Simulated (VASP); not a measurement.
# NaF (Villiaumite) (Fm-3m) in VASP: a series of runs, part 2 of 3

VASP 6.6.1. Earlier steps stand in the parts before.

## 3. Vibrations by perturbation theory, PBEsol

This run uses another cell than the first one, of 12.41 Å³/atom, 1.031 times its volume.

Input file INCAR:

```
SYSTEM = NaF
  ALGO = Normal
  EDIFF = 1E-8
  ENCUT = 520
  GGA = PS
  IBRION = 8
  ISIF = 2
  ISMEAR = 0
  LASPH = .True.
  LCHARG = .False.
  LREAL = .False.
  LWAVE = .False.
  NBANDS = 14
  NELM = 80
  NSW = 1
  PREC = Accurate
  SIGMA = 0.01
```

Input file KPOINTS:

```
k-points
0
Gamma
  8 8 8
  0 0 0
```

Input file POSCAR:

```
NaF
1.0
    0.0000000000      2.3151018913      2.3151018913
    2.3151018913      0.0000000000      2.3151018913
    2.3151018913      2.3151018913      0.0000000000
Na F
1 1
Direct
    0.0000000000      0.0000000000      0.0000000000
    0.5000000000      0.5000000000      0.5000000000
```

Potentials or basis: VASP PAW PBE potentials, release 64 (Na_pv, F).

The run is started by

```
$ cat potpaw_PBE.64/Na_pv/POTCAR potpaw_PBE.64/F/POTCAR > POTCAR
$ mpirun -np 1 vasp_std > vasp.out
```

OUTCAR:

```text
SYSTEM = NaF
   EDIFF = 1E-8
   ENCUT = 520
   GGA = PS
   IBRION = 8
   ISIF = 2
   ISMEAR = 0
   LASPH = .True.
   LREAL = .False.
   NELM = 80
   NSW = 1
   PREC = Accurate

 ion  position               nearest neighbor table
   1  0.000  0.000  0.000-   2 2.32   2 2.32   2 2.32   2 2.32   2 2.32   2 2.32
   2  0.500  0.500  0.500-   1 2.32   1 2.32   1 2.32   1 2.32   1 2.32   1 2.32

  LATTYP: Found a face centered cubic cell.
 ALAT       =     4.6302037826

  Lattice vectors:

 A1 = (   0.0000000000,   2.3151018913,   2.3151018913)
 A2 = (   2.3151018913,   0.0000000000,   2.3151018913)
 A3 = (   2.3151018913,   2.3151018913,   0.0000000000)

Analysis of symmetry for initial positions (statically):
=====================================================================
 Subroutine PRICEL returns:
 Original cell was already a primitive cell.

 Routine SETGRP: Setting up the symmetry group for a
 face centered cubic supercell.

 Subroutine GETGRP returns: Found 48 space group operations
 (whereof 48 operations were pure point group operations)
 out of a pool of 48 trial point group operations.

The static configuration has the point symmetry O_h .

Analysis of symmetry for dynamics (positions and initial velocities):
=====================================================================
 Subroutine PRICEL returns:
 Original cell was already a primitive cell.

 Routine SETGRP: Setting up the symmetry group for a
 face centered cubic supercell.

 Subroutine GETGRP returns: Found 48 space group operations
 (whereof 48 operations were pure point group operations)
 out of a pool of 48 trial point group operations.

The dynamic configuration has the point symmetry O_h .

 Subroutine INISYM returns: Found 48 space group operations
 (whereof 48 operations are pure point group operations),
 and found     1 'primitive' translations

----------------------------------------------------------------------------------------

                                     Primitive cell

  volume of cell :      24.8165

  direct lattice vectors                    reciprocal lattice vectors
     0.000000000  2.315101891  2.315101891    -0.215973216  0.215973216  0.215973216
     2.315101891  0.000000000  2.315101891     0.215973216 -0.215973216  0.215973216
     2.315101891  2.315101891  0.000000000     0.215973216  0.215973216 -0.215973216

  length of vectors
     3.274048493  3.274048493  3.274048493     0.374076583  0.374076583  0.374076583

  position of ions in fractional coordinates (direct lattice)
     0.000000000  0.000000000  0.000000000
     0.500000000  0.500000000  0.500000000

  ion indices of the primitive-cell ions
   primitive index   ion index
                 1           1
[... 133 lines left out ...]
      2     -20.9281      2.00000
      3     -20.9281      2.00000
      4     -20.9281      2.00000
      5      -2.1656      2.00000
      6      -2.1656      2.00000
      7      -2.1656      2.00000
      8       4.0081      0.00000
      9      16.6946      0.00000
     10      16.6946      0.00000
     11      16.6946      0.00000
     12      19.3834      0.00000
     13      21.7725      0.00000
     14      21.7725      0.00000
[... 377 lines left out ...]
      1     -21.6693      2.00000
      2     -20.9847      2.00000
      3     -20.9603      2.00000
      4     -20.3157      2.00000
      5      -3.5030      2.00000
      6      -2.7558      2.00000
      7      -2.5088      2.00000
      8       9.4628      0.00000
      9      10.4223      0.00000
     10      14.8744      0.00000
     11      16.7133      0.00000
     12      19.9014      0.00000
     13      20.9693      0.00000
     14      25.7765      0.00000

 [... further k-points ...]
[... 5 lines left out ...]
  --------------------------------------------------------------------------------------
  -------------------------------------------------------------------------------------
  Total       -0.0103398     -0.0103398     -0.0103398      0.0000000     -0.0000000     -0.0000000
  in kB       -0.6675482     -0.6675482     -0.6675482      0.0000000     -0.0000000     -0.0000000
  external PRESSURE =      -0.6675482 kB  Pullay stress =       0.0000000 kB

 VOLUME and BASIS-vectors are now :
 -----------------------------------------------------------------------------
  energy-cutoff  :      520.00
  volume of cell :       24.82
      direct lattice vectors                 reciprocal lattice vectors
     0.000000000  2.315101891  2.315101891    -0.215973216  0.215973216  0.215973216
     2.315101891  0.000000000  2.315101891     0.215973216 -0.215973216  0.215973216
     2.315101891  2.315101891  0.000000000     0.215973216  0.215973216 -0.215973216

 POSITION                                       TOTAL-FORCE (eV/Angst)
 -----------------------------------------------------------------------------------
      0.00000      0.00000      0.00000        -0.000000      0.000000      0.000000
      2.31510      2.31510      2.31510         0.000000     -0.000000     -0.000000
 -----------------------------------------------------------------------------------
    total drift:                                0.000000     -0.000000      0.000000

  FREE ENERGIE OF THE ION-ELECTRON SYSTEM (eV)
  ---------------------------------------------------
  free  energy   TOTEN  =        -8.7687588078 eV

  energy  without entropy=       -8.7687588078  energy(sigma->0) =       -8.76875881

[... ionic steps 2 to 3 ...]

--------------------------------------- Ionic step        4  -------------------------------------------

------------------------ aborting loop because EDIFF is reached ----------------------------------------

[... ionic steps 5 to 6 ...]

--------------------------------------- Ionic step        7  -------------------------------------------

 Free energy of the ion-electron system (eV)
  ---------------------------------------------------
  ---------------------------------------------------
  free energy    TOTEN  =        -0.52689844 eV

  energy without entropy =       -0.52689844

------------------------ aborting loop because EDIFF is reached ----------------------------------------

 INTERNAL STRAIN TENSOR  FOR ION    2  DIRECTION 1   (eV/Angst):
 -----------------------------------------------------------------------------
     0.07311  0.00000  0.00000
     0.00000 -0.01220 -0.00000
     0.00000 -0.00000 -0.01220

 INTERNAL STRAIN TENSOR FOR ION    2 for displacements in x,y,z  (eV/Angst):
          X           Y           Z          XY          YZ          ZX
  --------------------------------------------------------------------------------
  x     0.00000     0.00000     0.00000     0.00000     0.00000     0.00000
  y     0.00000     0.00000     0.00000     0.00000     0.00000     0.00000
  z     0.00000     0.00000     0.00000     0.00000     0.00000     0.00000

 SECOND DERIVATIVES (NOT SYMMETRIZED)
 ------------------------------------
               1X          1Y          1Z          2X          2Y          2Z
  1X    -2.246125    0.000000    0.000000    2.246125    0.000000    0.000000
  1Y     0.000000   -2.246125    0.000000    0.000000    2.246125    0.000000
  1Z     0.000000    0.000000   -2.246125    0.000000    0.000000    2.246125
  2X     2.215970    0.000000    0.000000   -2.215970    0.000000    0.000000
  2Y     0.000000    2.215970    0.000000    0.000000   -2.215970    0.000000
  2Z     0.000000    0.000000    2.215970    0.000000    0.000000   -2.215970

 Eigenvectors and eigenvalues of the dynamical matrix
 ----------------------------------------------------

   1 f  =    7.237810 THz    45.476503 2PiTHz  241.427360 cm-1    29.933164 meV
             X         Y         Z           dx          dy          dz
      0.000000  0.000000  0.000000     0.157225   -0.656578   -0.000000
      2.315102  2.315102  2.315102    -0.171792    0.717407    0.000000
[... 21 lines left out ...]
   6 f/i=    0.024362 THz     0.153071 2PiTHz    0.812629 cm-1     0.100753 meV
             X         Y         Z           dx          dy          dz
      0.000000  0.000000  0.000000     0.737634   -0.008933    0.001499
      2.315102  2.315102  2.315102     0.675089   -0.008176    0.001372

--------------------------------------------------------------------------------------------------------

 ELASTIC MODULI CONTR FROM IONIC RELAXATION (kBar)
 Direction    XX          YY          ZZ          XY          YZ          ZX
 --------------------------------------------------------------------------------
 XX           0.0000      0.0000      0.0000      0.0000      0.0000      0.0000
 YY           0.0000      0.0000      0.0000      0.0000      0.0000      0.0000
 ZZ           0.0000      0.0000      0.0000      0.0000      0.0000      0.0000
 XY           0.0000      0.0000      0.0000      0.0000      0.0000      0.0000
 YZ           0.0000      0.0000      0.0000      0.0000      0.0000      0.0000
 ZX           0.0000      0.0000      0.0000      0.0000      0.0000      0.0000
 --------------------------------------------------------------------------------
```

stdout:

```text
POSCAR found type information on POSCAR NaF
 POSCAR found :  2 types and       2 ions
 scaLAPACK will be used
 -----------------------------------------------------------------------------
|                                                                             |
|                                                                             |
|     You enforced a specific xc type in the INCAR file but a different       |
|     I HOPE YOU KNOW WHAT YOU ARE DOING!                                     |
|                                                                             |
 -----------------------------------------------------------------------------

 LDA part: xc-table for (Slater+PW92), standard interpolation
 POSCAR, INCAR and KPOINTS ok, starting setup
 FFT: planning ... GRIDC
 FFT: planning ... GRID_SOFT
 FFT: planning ... GRID
 WAVECAR not read
 entering main loop
 Linear response reoptimize wavefunctions to high precision
 Linear response DOF=           2
 Linear response progress:
 first order change of Fermi-energy  -0.29241E-04
 force on displaced ion       1 direction 1 :  -2.246   0.000   0.000
 Linear response progress:
 first order change of Fermi-energy   0.27547E-03
 force on displaced ion       2 direction 1 :  -2.216   0.000   0.000
 Linear response finished
```

Wall time 22 s (1 thread of Intel Xeon 6975P-C (Granite Rapids), shared host); peak memory 0.17 GiB.

Results:

```yaml
Highest_phonon_frequency_at_Γ_LO-TO_splitting_left_out: 241 cm⁻¹
```

Phonon frequencies in cm⁻¹ (negative: imaginary):
```tsv
q point	frequencies
(0.000, 0.000, 0.000)	-1 -1 -1 241 241 241
```

Caveat: the PAW data sets were made with another functional, which shifts forces and pressure a little.

## 4. Vibrations by perturbation theory, PBEsol

This run uses another cell than the first one, of 12.41 Å³/atom, 1.031 times its volume.

Input file INCAR:

```
PREC     = Accurate       # precision mode
ENCUT    = 520            # plane-wave cutoff, eV
EDIFF    = 1E-8           # SCF threshold, eV
ISMEAR   = 0              # smearing method
SIGMA    = 0.01           # smearing width, eV
LREAL    = F              # projectors in reciprocal space
LASPH    = T              # aspherical terms in the spheres
NELM     = 100            # most SCF steps
ALGO     = Normal         # electronic algorithm
ISIF     = 2              # what is computed and relaxed
LWAVE    = F              # write WAVECAR
LCHARG   = T              # write CHGCAR
GGA      = PS             # functional
NBANDS   = 14             # bands
IBRION   = 8              # ionic algorithm
NSW      = 1              # ionic steps
LEPSILON = T              # dielectric tensor by DFPT
```

Input file KPOINTS:

```
Automatic mesh
0
Gamma
  8 8 8
```

POSCAR is that of step 3.

Potentials or basis: VASP PAW PBE potentials, release 64 (Na_pv, F).

The run is started by

```
$ cat potpaw_PBE.64/Na_pv/POTCAR potpaw_PBE.64/F/POTCAR > POTCAR
$ mpirun -np 1 vasp_std > vasp.out
```

OUTCAR:

```text
PREC = Accurate
   ENCUT = 520
   EDIFF = 1E-8
   ISMEAR = 0
   LREAL = F
   LASPH = T
   NELM = 100
   ISIF = 2
   GGA = PS
   IBRION = 8
   NSW = 1
   LEPSILON = T

 ion  position               nearest neighbor table
   1  0.000  0.000  0.000-   2 2.32   2 2.32   2 2.32   2 2.32   2 2.32   2 2.32
   2  0.500  0.500  0.500-   1 2.32   1 2.32   1 2.32   1 2.32   1 2.32   1 2.32

  LATTYP: Found a face centered cubic cell.
[... 737 lines left out ...]
      2.315102  2.315102  2.315102    -0.735979   -0.050226    0.000000
[... 21 lines left out ...]
   6 f/i=    0.024350 THz     0.152993 2PiTHz    0.812214 cm-1     0.100702 meV
             X         Y         Z           dx          dy          dz
      0.000000  0.000000  0.000000     0.000000    0.000000    0.737691
      2.315102  2.315102  2.315102     0.000000    0.000000    0.675139

--------------------------------------------------------------------------------------------------------

 MACROSCOPIC STATIC DIELECTRIC TENSOR IONIC CONTRIBUTION
 ------------------------------------------------------
           3.318510     0.000000     0.000000
           0.000000     3.318510     0.000000
           0.000000     0.000000     3.318510
 ------------------------------------------------------

 ELASTIC MODULI CONTR FROM IONIC RELAXATION (kBar)
 Direction    XX          YY          ZZ          XY          YZ          ZX
 --------------------------------------------------------------------------------
 XX           0.0000      0.0000      0.0000      0.0000      0.0000      0.0000
 YY           0.0000      0.0000      0.0000      0.0000      0.0000      0.0000
 ZZ           0.0000      0.0000      0.0000      0.0000      0.0000      0.0000
 XY           0.0000      0.0000      0.0000      0.0000      0.0000      0.0000
 YZ           0.0000      0.0000      0.0000      0.0000      0.0000      0.0000
 ZX           0.0000      0.0000      0.0000      0.0000      0.0000      0.0000
 --------------------------------------------------------------------------------

 PIEZOELECTRIC TENSOR IONIC CONTR  for field in x, y, z        (C/m^2)
          XX          YY          ZZ          XY          YZ          ZX
  --------------------------------------------------------------------------------
  x     0.00000     0.00000     0.00000     0.00000     0.00000     0.00000
  y     0.00000     0.00000     0.00000     0.00000     0.00000     0.00000
  z     0.00000     0.00000     0.00000     0.00000     0.00000     0.00000
```

stdout:

```text
POSCAR found type information on POSCAR NaF
 POSCAR found :  2 types and       2 ions
 scaLAPACK will be used
 -----------------------------------------------------------------------------
|                                                                             |
|                                                                             |
[... 39 lines left out ...]
 first order change of Fermi-energy  -0.29361E-04
 force on displaced ion       1 direction 1 :  -2.246   0.000   0.000
 Born effective charge ion    1 direction 1 :   1.007   0.000   0.000
 Linear response progress:
 first order change of Fermi-energy   0.27547E-03
 force on displaced ion       2 direction 1 :  -2.216   0.000   0.000
 Born effective charge ion    2 direction 1 :  -1.008   0.000   0.000
 Born effective charges drift removed
 Linear response finished
```

Wall time 46 s (1 thread of Intel Xeon 6975P-C (Granite Rapids), shared host); peak memory 0.18 GiB.

Results:

```
Electronic dielectric tensor (diagonal)                 : 1.88
Born charges (mean of the diagonal)                     : Na +1.01; F -1.01 e
Highest phonon frequency at Γ, LO-TO splitting left out : 241 cm⁻¹
```

Phonon frequencies in cm⁻¹ (negative: imaginary):
```tsv
q point	frequencies
(0.000, 0.000, 0.000)	-1 -1 -1 241 241 241
```

Electronic dielectric tensor:
```
1.88 0.00 0.00
0.00 1.88 0.00
0.00 0.00 1.88
```

Born effective charge tensors (e):
atom 1, Na
```
1.01 0.00 0.00
0.00 1.01 0.00
0.00 0.00 1.01
```
atom 2, F
```
-1.01  0.00  0.00
 0.00 -1.01  0.00
 0.00  0.00 -1.01
```

Caveat: the PAW data sets were made with another functional, which shifts forces and pressure a little.

(Part 2 of 3 ends here.)
